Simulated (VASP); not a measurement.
Input of a VASP 6.6.1 run:

File INCAR:

```
ALGO     = Normal         # electronic algorithm
EDIFF    = 1E-6           # SCF threshold, eV
ENCUT    = 520            # plane-wave cutoff, eV
GGA      = CA             # functional
ISIF     = 2              # what is computed and relaxed
ISMEAR   = 0              # smearing method
LASPH    = T              # aspherical terms in the spheres
LCHARG   = F              # write CHGCAR
LREAL    = F              # projectors in reciprocal space
LWAVE    = F              # write WAVECAR
NBANDS   = 16             # bands
NELM     = 60             # most SCF steps
PREC     = Accurate       # precision mode
SIGMA    = 0.05           # smearing width, eV
```

File KPOINTS:

```
k-points
0
Gamma
  9 9 6
```

The input POSCAR:

```
AlN
1.0
    2.9960000000      0.0000000000      0.0000000000
   -1.4980000000      2.5946121098      0.0000000000
    0.0000000000      0.0000000000      5.1413000000
Al N
2 2
Direct
    0.3333333333      0.6666666667      0.0074315667
    0.6666666667      0.3333333333      0.5074315667
    0.3333333333      0.6666666667      0.3775684333
    0.6666666667      0.3333333333      0.8775684333
```

Potentials or basis: VASP PAW LDA potentials, release 64 (Al, N).

The run is started by

```console
$ cat potpaw_LDA.64/Al/POTCAR potpaw_LDA.64/N/POTCAR > POTCAR
$ mpirun -np 1 vasp_std > vasp.out
```

(1) What does it give for the pressure?

(2) Predict the band gap on the k mesh.

(3) What does it give for the largest force?

Answers

(1) 6.1 GPa.

(2) 4.44 eV, direct.

(3) 0.014 eV/Å.
